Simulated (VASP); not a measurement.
TlRuS3, 5 atoms in the cell. The structure is cubic, space group Pm-3m (No. 221). The conventional cell has a = 4.651 Å, b = 4.651 Å, c = 4.651 Å, α = 90.00°, β = 90.00°, γ = 90.00°. Within 4.3 Å of Tl (site symmetry m-3m) lie 12 S at 3.29 Å and 8 Ru at 4.03 Å. Within 3.1 Å of Ru (site symmetry m-3m) lie 6 S at 2.33 Å. S (site symmetry 4/mmm) has 2 Ru at 2.33 Å within 3.1 Å. 

| Item | Value |
| --- | --- |
| Program | VASP 6.6.1 |
| Task | single point |
| Functional | PBE |
| Potentials or basis | VASP PAW PBE potentials, release 64 (Tl_d, Ru_pv, S) |
| Cutoff | 520 eV |
| k mesh | 4 × 4 × 4 |
| Occupations | gaussian, width 0.1 eV |
| Spin | collinear spin, ferromagnetic start |
| Starting moments | [0.0, 1.0, 0.0, 0.0, 0.0] μB |
| Dipole correction | no |
| Further INCAR settings | ALGO = Normal; EDIFF = 1e-07; NBANDS = 34 |

Potentials or basis: VASP PAW PBE potentials, release 64 (Tl_d, Ru_pv, S).

Run with:

```console
$ cat potpaw_PBE.64/Tl_d/POTCAR potpaw_PBE.64/Ru_pv/POTCAR potpaw_PBE.64/S/POTCAR > POTCAR
$ mpirun -np 1 vasp_std > vasp.out
```

Hardware: 1 thread of Intel(R) Xeon(R) Platinum 8124M CPU @ 3.00GHz (Skylake/Cascade Lake), on a shared host.

Question: Estimate the wall time of this run.

Answer: It took 64 s on 1 thread of Intel(R) Xeon(R) Platinum 8124M CPU @ 3.00GHz (Skylake/Cascade Lake), on a shared host, peak memory 0.27 GiB. Counts: scf iterations 15, k points 10.
